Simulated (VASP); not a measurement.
# Ir (P2_1/m) in VASP: further runs, part 2 of 2

VASP 6.6.1. Earlier steps stand in the parts before.

## (3) Single point, PBEsol (strain +0.0150 x Voigt [0, 0, 0, 0, 0, 1])

INCAR reads:

```
PREC = Accurate ; ENCUT = 520
EDIFF = 1E-7 ; ISMEAR = 0
SIGMA = 0.15 ; LREAL = F
LASPH = T ; NELM = 80
ALGO = Fast ; ISIF = 2
LWAVE = F ; LCHARG = F
GGA = PS ; NBANDS = 16
```

KPOINTS reads:

```
regular mesh
0
Gamma
  18 18 12
```

POSCAR reads:

```
Ir
1.0
    2.7513778946      0.0206353342      0.0000000000
   -1.3578182236      2.3724454850      0.0000000000
    0.0000000000      0.0000000000      4.4622900000
Ir
2
Direct
    0.6666666667      0.3333333333      0.7500000000
    0.3333333333      0.6666666667      0.2500000000
```

Potentials or basis: VASP PAW PBE potentials, release 64 (Ir).

Launch:

```
> cat potpaw_PBE.64/Ir/POTCAR > POTCAR
> mpirun -np 1 vasp_std > vasp.out
```

OUTCAR:

```text
PREC = Accurate
   ENCUT = 520
   EDIFF = 1E-7
   ISMEAR = 0
   LREAL = F
   LASPH = T
   NELM = 80
   ISIF = 2
   GGA = PS

 ion  position               nearest neighbor table
   1  0.667  0.333  0.750-   2 2.73   2 2.73   2 2.74   2 2.74   2 2.74   2 2.74
   2  0.333  0.667  0.250-   1 2.73   1 2.73   1 2.74   1 2.74   1 2.74   1 2.74

  Warning from LATTYP: Monoclinic adjustment (A1->A3, A2->A1, A3->A2)!
  LATTYP: Found a simple monoclinic cell.
 ALAT       =     2.7335266429
 B/A-ratio  =     1.6324296716
 C/A-ratio  =     1.0065587921
 COS(beta)  =    -0.4902045492

  Lattice vectors:

 A1 = (  -1.3578182236,   2.3724454850,   0.0000000000)
 A2 = (   0.0000000000,   0.0000000000,   4.4622900000)
 A3 = (   2.7513778946,   0.0206353342,   0.0000000000)

Analysis of symmetry for initial positions (statically):
=====================================================================
 Subroutine PRICEL returns:
 Original cell was already a primitive cell.

 Routine SETGRP: Setting up the symmetry group for a
 simple monoclinic supercell.

 Subroutine GETGRP returns: Found  4 space group operations
 (whereof  2 operations were pure point group operations)
 out of a pool of  4 trial point group operations.

The static configuration has the point symmetry S_2 .
 The point group associated with its full space group is C_2h.

Analysis of symmetry for dynamics (positions and initial velocities):
=====================================================================
 Subroutine PRICEL returns:
 Original cell was already a primitive cell.

 Routine SETGRP: Setting up the symmetry group for a
 simple monoclinic supercell.

 Subroutine GETGRP returns: Found  4 space group operations
 (whereof  2 operations were pure point group operations)
 out of a pool of  4 trial point group operations.

The dynamic configuration has the point symmetry S_2 .
 The point group associated with its full space group is C_2h.

 Subroutine INISYM returns: Found  4 space group operations
 (whereof  2 operations are pure point group operations),
 and found     1 'primitive' translations

----------------------------------------------------------------------------------------

                                     Primitive cell

  volume of cell :      29.2526

  direct lattice vectors                    reciprocal lattice vectors
     2.751377895  0.020635334  0.000000000     0.361900808  0.207126155  0.000000000
    -1.357818224  2.372445485  0.000000000    -0.003147783  0.419704431  0.000000000
     0.000000000  0.000000000  4.462290000     0.000000000  0.000000000  0.224100182

  length of vectors
     2.751455276  2.733526643  4.462290000     0.416981341  0.419716235  0.224100182

  position of ions in fractional coordinates (direct lattice)
     0.666666667  0.333333333  0.750000000
     0.333333333  0.666666667  0.250000000

  ion indices of the primitive-cell ions
   primitive index   ion index
                 1           1
                 2           2

----------------------------------------------------------------------------------------

 KPOINTS: regular mesh

Automatic generation of k-mesh.
 Grid dimensions read from file:
 generate k-points for:   18   18   12

 Generating k-lattice:

  Cartesian coordinates                     Fractional coordinates (reciprocal lattice)
     0.020105600  0.011507009  0.000000000     0.055555556  0.000000000  0.000000000
    -0.000174877  0.023316913  0.000000000     0.000000000  0.055555556  0.000000000
     0.000000000  0.000000000  0.018675015     0.000000000  0.000000000  0.083333333

  Length of vectors
     0.023165630  0.023317569  0.018675015

  Shift w.r.t. Gamma in fractional coordinates (k-lattice)
     0.000000000  0.000000000  0.000000000

 Subroutine IBZKPT returns following result:
 ===========================================

 Found   1148 irreducible k-points:

 Following reciprocal coordinates:
            Coordinates               Weight
  0.000000  0.000000  0.000000      1.000000
  0.055556  0.000000  0.000000      2.000000
  0.111111  0.000000  0.000000      2.000000
  0.166667  0.000000  0.000000      2.000000
  0.222222 -0.000000  0.000000      2.000000
  0.277778  0.000000  0.000000      2.000000
[... 16 lines left out ...]
 -0.333333  0.055556  0.000000      2.000000
 -0.277778  0.055556  0.000000      2.000000
 [... further k-points ...]
   k-points           NKPTS =   1148   k-points in BZ     NKDIM =   1148   number of bands    NBANDS=     16
   number of dos      NEDOS =    301   number of ions     NIONS =      2
   total plane-waves  NPLWV =  14400
   dimension x,y,z NGX =    20 NGY =   20 NGZ =   36
   dimension x,y,z NGXF=    40 NGYF=   40 NGZF=   72
   ions per type =               2
   NGX,Y,Z   is equivalent  to a cutoff of  12.08, 12.16, 13.41 a.u.
   NGXF,Y,Z  is equivalent  to a cutoff of  24.17, 24.33, 26.82 a.u.
 SYSTEM =  unknown system
   PREC   = accura    normal or accurate (medium, high low for compatibility)
   ISTART =      0    job   : 0-new  1-cont  2-samecut
   ICHARG =      2    charge: 1-file 2-atom 10-const
   ISPIN  =      1    spin polarized calculation?
   LNONCOLLINEAR =      F non collinear calculations
   LSORBIT =      F    spin-orbit coupling
   LASPH  =      T    aspherical Exc in radial PAW
   ENCUT  =  520.0 eV  38.22 Ry    6.18 a.u.   5.12  5.08  8.30*2*pi/ulx,y,z
   NELM   =     80;   NELMIN=  2; NELMDL= -5     # of ELM steps
   EDIFF  = 0.1E-06   stopping-criterion for ELM
   LREAL  =      F    real-space projection
   EDIFFG = 0.1E-05   stopping-criterion for IOM
   NSW    =      0    number of steps for IOM
   IBRION =     -1    ionic relax: 0-MD 1-quasi-New 2-CG
   NFREE  =      0    steps in history (QN), initial steepest desc. (CG)
   ISIF   =      2    stress and relaxation
   ISYM   =      2    0-nonsym 1-usesym 2-fastsym
   POTIM  = 0.5000    time-step for ionic-motion
   TEBEG  =    0.0;   TEEND  =   0.0 temperature during run
   PSTRESS=    0.0 pullay stress
   NELECT =      18.0000    total number of electrons
   NUPDOWN=      -1.0000    fix difference up-down
   EMIN   =  10.00;   EMAX   =-10.00  energy-range for DOS
   EFERMI =   0.00;   METHOD = LEGACY
   ISMEAR =     0;   SIGMA  =   0.15  broadening in eV -4-tet -1-fermi 0-gaus
   EFERMI_NEDOS =   21; number of points for ismear=-14 and -15
   IALGO  =     68    algorithm
   IMIX   =      4    mixing-type and parameters
     AMIX     =   0.40;   BMIX     =  1.00
     AMIX_MAG =   1.60;   BMIX_MAG =  1.00
  volume/ion in A,a.u.               =      14.63        98.70
  Fermi-wavevector in a.u.,A,eV,Ry     =   1.392443  2.631336 26.380312  1.938898
  Thomas-Fermi vector in A             =   2.516185
   LORBIT       =      0    0 simple, 1 ext, 2 COOP (PROOUT), +10 PAW based schemes
   GGA     = PS    functional components
   LHFCALC =     F    Hartree Fock is set to
   AEXX    =    0.0000 exact exchange contribution
   IVDW    =     0    specifies the selected vdW correction
   LEPSILON=     F    determine dielectric tensor
   LRPA    =     F    only Hartree local field effects (RPA)
 non-spin polarized calculation
 RMM-DIIS sequential band-by-band and
 Gauss-broadening in eV      SIGMA  =   0.15
  energy-cutoff  :      520.00
  volume of cell :       29.25
 maximum number of plane-waves:       800
   NGX = 11   NGY = 11   NGZ = 17

 number of electron      18.0000000 magnetization

 Free energy of the ion-electron system (eV)
  ---------------------------------------------------
  ext. energy  EPLUGINS =         0.00000000
  ---------------------------------------------------
  free energy    TOTEN  =       -19.45936644 eV

  energy without entropy =      -19.43328124  energy(sigma->0) =      -19.44632384

 E-fermi :   9.7984     XC(G=0): -13.9060

 val. band max:        9.7974060007   @ k =  -0.2778   0.3333   0.4167
 cond. band min:       9.7990034143   @ k =   0.1667   0.4444   0.0000
 fundamental gap:      0.0015974136
 Fermi energy:         9.7984444396

 k-point     1 :       0.0000    0.0000    0.0000
  band No.  band energies     occupation
      1      -1.1572      2.00000
      2       1.9054      2.00000
      3       5.9723      2.00000
      4       6.0139      2.00000
      5       6.2678      2.00000
      6       6.6131      2.00000
[... 433 lines left out ...]
      3       4.7847      2.00000
      4       4.9266      2.00000
      5       5.9354      2.00000
      6       6.4217      2.00000
[... 8 lines left out ...]
     15      25.0950      0.00000
     16      25.8349      0.00000

 [... further k-points ...]

------------------------ aborting loop because EDIFF is reached ----------------------------------------

  FORCE on cell =-STRESS in cart. coord.  units (eV):
  Direction    XX          YY          ZZ          XY          YZ          ZX
  --------------------------------------------------------------------------------------
  -------------------------------------------------------------------------------------
  Total       -2.1256492     -2.1008665     -2.1756088     -0.5329002      0.0000000      0.0000000
  in kB     -116.4227058   -115.0653502   -119.1590149    -29.1871716      0.0000000      0.0000000
  external PRESSURE =    -116.8823570 kB  Pullay stress =       0.0000000 kB

 VOLUME and BASIS-vectors are now :
 -----------------------------------------------------------------------------
  energy-cutoff  :      520.00
  volume of cell :       29.25
      direct lattice vectors                 reciprocal lattice vectors
     2.751377895  0.020635334  0.000000000     0.361900808  0.207126155  0.000000000
    -1.357818224  2.372445485  0.000000000    -0.003147783  0.419704431  0.000000000
     0.000000000  0.000000000  4.462290000     0.000000000  0.000000000  0.224100182

 POSITION                                       TOTAL-FORCE (eV/Angst)
 -----------------------------------------------------------------------------------
      1.38165      0.80457      3.34672         0.018697      0.000424     -0.000000
      0.01191      1.58851      1.11557        -0.018697     -0.000424      0.000000
 -----------------------------------------------------------------------------------
    total drift:                                0.000000      0.000000     -0.000000

  FREE ENERGIE OF THE ION-ELECTRON SYSTEM (eV)
  ---------------------------------------------------
  free  energy   TOTEN  =       -19.4593664442 eV

  energy  without entropy=      -19.4332812353  energy(sigma->0) =      -19.44632384
```

Run time: 15 min. Hardware: 1 thread of Intel Xeon 8259CL, shared host; peak memory 0.53 GiB.

Results:

```
Free energy            : -19.4594 eV
Pressure               : -11.7 GPa
Largest force          : 0.019 eV/Å
Band gap on the k mesh : zero (bands 9 and 10 overlap by 3.29 eV)
```

Forces in eV/Å, atoms in the order of the input:
```
Ir   0.019  0.000  0.000
Ir  -0.019  0.000  0.000
```

Levels at points of the mesh, in eV from the Fermi level:
| k point | band 6 | band 7 | band 8 | band 9 | band 10 | band 11 | band 12 | band 13 |
| --- | --- | --- | --- | --- | --- | --- | --- | --- |
| (0.00, 0.00, 0.00) | -3.19 | -2.92 | -2.31 | -2.25 | -0.80 | 0.22 | 0.29 | 6.73 |
| (0.50, 0.00, 0.00) | -3.40 | -2.96 | 0.64 | 0.94 | 1.03 | 2.76 | 4.14 | 7.89 |
| (0.00, 0.50, 0.00) | -3.36 | -2.88 | 0.66 | 0.91 | 1.05 | 2.82 | 4.23 | 8.01 |
| (0.50, 0.50, 0.00) | -3.31 | -2.79 | 0.70 | 0.89 | 1.09 | 2.87 | 4.31 | 8.12 |
| (0.00, 0.00, 0.50) | -3.93 | -3.67 | -3.67 | -0.50 | -0.50 | -0.42 | -0.42 | 13.54 |
| (0.50, 0.00, 0.50) | -1.97 | -0.99 | -0.99 | 0.87 | 0.87 | 1.89 | 1.89 | 7.22 |
| (0.00, 0.50, 0.50) | -2.04 | -0.95 | -0.95 | 0.90 | 0.90 | 1.94 | 1.94 | 7.34 |
| (0.50, 0.50, 0.50) | -2.12 | -0.90 | -0.90 | 0.93 | 0.93 | 1.99 | 1.99 | 7.47 |

Caveat: the cell differs from its parent crystal (strain +0.0150 x Voigt [0, 0, 0, 0, 0, 1]); the cell stands under tension; the PAW data sets were made with another functional, which shifts forces and pressure a little; spin-orbit coupling is left out, which moves the levels of the heavy elements.

## (4) Single point, PBEsol (strain -0.0100 x Voigt [0, 0, 0, 0, 0, 1])

INCAR reads:

```
SYSTEM = Ir
PREC = Accurate
ENCUT = 520
EDIFF = 1E-6
ISMEAR = 0
SIGMA = 0.15
LREAL = .FALSE.
LASPH = .TRUE.
NELM = 60
ALGO = Fast
ISIF = 2
LWAVE = .FALSE.
LCHARG = .TRUE.
GGA = PS
LELF = .TRUE.
LVHAR = .TRUE.
NBANDS = 16
```

KPOINTS reads:

```
Automatic mesh
0
G
  18 18 12
  0 0 0
```

POSCAR reads:

```
Ir
1.0
    2.7513778946     -0.0137568895      0.0000000000
   -1.3876027631      2.3896415969      0.0000000000
    0.0000000000      0.0000000000      4.4622900000
Ir
2
Direct
    0.6666666667      0.3333333333      0.7500000000
    0.3333333333      0.6666666667      0.2500000000
```

Potentials or basis: VASP PAW PBE potentials, release 64 (Ir).

Launch:

```
> cat potpaw_PBE.64/Ir/POTCAR > POTCAR
> mpirun -np 1 vasp_std > vasp.out
```

OUTCAR:

```text
SYSTEM = Ir
   PREC = Accurate
   ENCUT = 520
   EDIFF = 1E-6
   ISMEAR = 0
   LREAL = .FALSE.
   LASPH = .TRUE.
   NELM = 60
   ISIF = 2
   GGA = PS

 ion  position               nearest neighbor table
   1  0.667  0.333  0.750-   2 2.73   2 2.73   2 2.74   2 2.74   2 2.74   2 2.74
   2  0.333  0.667  0.250-   1 2.73   1 2.73   1 2.74   1 2.74   1 2.74   1 2.74

  LATTYP: Found a simple monoclinic cell.
 ALAT       =     2.7394727143
 B/A-ratio  =     1.6288864557
 C/A-ratio  =     1.0043583469
 COS(beta)  =    -0.4934813924

  Lattice vectors:

 A1 = (   1.3637751315,   2.3758847074,   0.0000000000)
 A2 = (   0.0000000000,   0.0000000000,  -4.4622900000)
 A3 = (  -2.7513778946,   0.0137568895,   0.0000000000)

Analysis of symmetry for initial positions (statically):
=====================================================================
 Subroutine PRICEL returns:
 Original cell was already a primitive cell.

 Routine SETGRP: Setting up the symmetry group for a
 simple monoclinic supercell.

 Subroutine GETGRP returns: Found  4 space group operations
 (whereof  2 operations were pure point group operations)
 out of a pool of  4 trial point group operations.

[... 166 lines left out ...]

 val. band max:        9.7981363871   @ k =   0.0000   0.3889   0.0000
 cond. band min:       9.7983743381   @ k =   0.3889   0.0556   0.1667
 fundamental gap:      0.0002379510
 Fermi energy:         9.7983020751

 k-point     1 :       0.0000    0.0000    0.0000
  band No.  band energies     occupation
      1      -1.1574      2.00000
      2       1.9053      2.00000
      3       6.0146      2.00000
      4       6.0206      2.00000
      5       6.2176      2.00000
      6       6.6569      2.00000
[... 433 lines left out ...]
      3       4.7882      2.00000
      4       4.9536      2.00000
      5       6.0298      2.00000
      6       6.3568      2.00000
[... 8 lines left out ...]
     15      24.7497      0.00000
     16      25.7810      0.00000

 [... further k-points ...]

------------------------ aborting loop because EDIFF is reached ----------------------------------------

  FORCE on cell =-STRESS in cart. coord.  units (eV):
  Direction    XX          YY          ZZ          XY          YZ          ZX
  --------------------------------------------------------------------------------------
  -------------------------------------------------------------------------------------
  Total       -2.1296531     -2.1186278     -2.1728599      0.3553064      0.0000000      0.0000000
  in kB     -116.6383590   -116.0345163   -119.0047393     19.4596714      0.0000000      0.0000000
  external PRESSURE =    -117.2258715 kB  Pullay stress =       0.0000000 kB

 VOLUME and BASIS-vectors are now :
 -----------------------------------------------------------------------------
  energy-cutoff  :      520.00
  volume of cell :       29.25
      direct lattice vectors                 reciprocal lattice vectors
     2.751377895 -0.013756889  0.000000000     0.364512569  0.211662974  0.000000000
    -1.387602763  2.389641597  0.000000000     0.002098457  0.419691315  0.000000000
     0.000000000  0.000000000  4.462290000     0.000000000  0.000000000  0.224100182

 POSITION                                       TOTAL-FORCE (eV/Angst)
 -----------------------------------------------------------------------------------
      1.37172      0.78738      3.34672        -0.012459      0.000195      0.000000
     -0.00794      1.58851      1.11557         0.012459     -0.000195      0.000000
 -----------------------------------------------------------------------------------
    total drift:                                0.000000     -0.000000      0.000000

  FREE ENERGIE OF THE ION-ELECTRON SYSTEM (eV)
  ---------------------------------------------------
  free  energy   TOTEN  =       -19.4615215230 eV

  energy  without entropy=      -19.4354565641  energy(sigma->0) =      -19.44848904
```

OSZICAR:

```text
N       E                     dE             d eps       ncg     rms          rms(c)
DAV:   1     0.139446040872E+03    0.13945E+03   -0.84612E+03 36744   0.113E+03
DAV:   2    -0.169610356328E+02   -0.15641E+03   -0.14084E+03 36768   0.305E+02
DAV:   3    -0.206924149297E+02   -0.37314E+01   -0.36722E+01 50536   0.558E+01
DAV:   4    -0.207328212489E+02   -0.40406E-01   -0.40395E-01 41568   0.496E+00
DAV:   5    -0.207339435383E+02   -0.11223E-02   -0.11223E-02 51704   0.859E-01    0.209E+01
RMM:   6    -0.196437315602E+02    0.10902E+01   -0.12701E+00 36951   0.122E+01    0.788E+00
RMM:   7    -0.194677729768E+02    0.17596E+00   -0.62931E-01 38330   0.586E+00    0.220E+00
RMM:   8    -0.194707808563E+02   -0.30079E-02   -0.75775E-02 42860   0.297E+00    0.188E+00
RMM:   9    -0.194689373465E+02    0.18435E-02   -0.16738E-02 43032   0.924E-01    0.118E+00
RMM:  10    -0.194613012083E+02    0.76361E-02   -0.17277E-02 38792   0.174E+00    0.573E-01
RMM:  11    -0.194616505441E+02   -0.34934E-03   -0.96873E-04 41460   0.326E-01    0.424E-01
RMM:  12    -0.194616581145E+02   -0.75704E-05   -0.32470E-04 46631   0.120E-01    0.348E-01
RMM:  13    -0.194616720538E+02   -0.13939E-04   -0.43095E-05 45794   0.466E-02    0.369E-01
RMM:  14    -0.194615606088E+02    0.11144E-03   -0.15360E-04 47459   0.132E-01    0.145E-01
RMM:  15    -0.194615249212E+02    0.35688E-04   -0.83589E-05 43392   0.825E-02    0.367E-02
RMM:  16    -0.194615223740E+02    0.25471E-05   -0.20305E-05 41729   0.329E-02    0.207E-02
RMM:  17    -0.194615213111E+02    0.10629E-05   -0.44437E-06 39566   0.178E-02    0.578E-03
RMM:  18    -0.194615215230E+02   -0.21185E-06   -0.12084E-06 23270   0.802E-03
   1 F= -.19461522E+02 E0= -.19448489E+02  d E =-.260650E-01
```

stdout:

```text
POSCAR found type information on POSCAR Ir
 POSCAR found :  1 types and       2 ions
 scaLAPACK will be used
 -----------------------------------------------------------------------------
|                                                                             |
|                                                                             |
|     You enforced a specific xc type in the INCAR file but a different       |
|     I HOPE YOU KNOW WHAT YOU ARE DOING!                                     |
|                                                                             |
 -----------------------------------------------------------------------------

 LDA part: xc-table for (Slater+PW92), standard interpolation
 POSCAR, INCAR and KPOINTS ok, starting setup
 FFT: planning ... GRIDC
 FFT: planning ... GRID_SOFT
 FFT: planning ... GRID
 WAVECAR not read
 entering main loop
```

It took 18 min on 1 thread of Intel Xeon 8259CL, shared host; peak memory 0.54 GiB.

Results:

```
Free energy            : -19.4615 eV
Pressure               : -11.7 GPa
Largest force          : 0.012 eV/Å
Band gap on the k mesh : zero (bands 9 and 10 overlap by 3.25 eV)
```

Forces in eV/Å, atoms in the order of the input:
```
Ir  -0.012  0.000  0.000
Ir   0.012  0.000  0.000
```

Stress tensor (GPa, compression positive):
```
-11.66   1.95   0.00
  1.95 -11.60   0.00
  0.00   0.00 -11.90
```

Caveat: the cell differs from its parent crystal (strain -0.0100 x Voigt [0, 0, 0, 0, 0, 1]); the cell stands under tension; the PAW data sets were made with another functional, which shifts forces and pressure a little; spin-orbit coupling is left out, which moves the levels of the heavy elements.

## (5) The runs side by side

| cell | further INCAR settings | gap on the mesh (eV) | pressure (GPa) | largest force (eV/Å) |
| --- | --- | --- | --- | --- |
| a = 2.752, b = 2.775, c = 4.462 Å, angles 90.0, 90.0, 120.9°, 2 atoms | ALGO = Fast; EDIFF = 1e-07; NBANDS = 16 | none | -11.6 | 0.02 |
| a = 2.751, b = 2.734, c = 4.462 Å, angles 90.0, 90.0, 119.4°, 2 atoms | ALGO = Fast; EDIFF = 1e-07; NBANDS = 16 | none | -11.7 | 0.02 |
| a = 2.751, b = 2.763, c = 4.462 Å, angles 90.0, 90.0, 120.4°, 2 atoms | ALGO = Fast; EDIFF = 1e-06; NBANDS = 16 | none | -11.7 | 0.01 |

Alike in all rows: task single point; level PBEsol; potentials or basis VASP PAW PBE potentials, release 64 (Ir); no spin polarisation; k mesh 18 × 18 × 12; cutoff (eV) 520; smearing gaussian 0.15 eV.

Caveats: the cell stands under tension; the PAW data sets were made with another functional, which shifts forces and pressure a little; spin-orbit coupling is left out, which moves the levels of the heavy elements.

Total energies depend on the potentials used, so only differences within one code and one set of settings carry meaning.
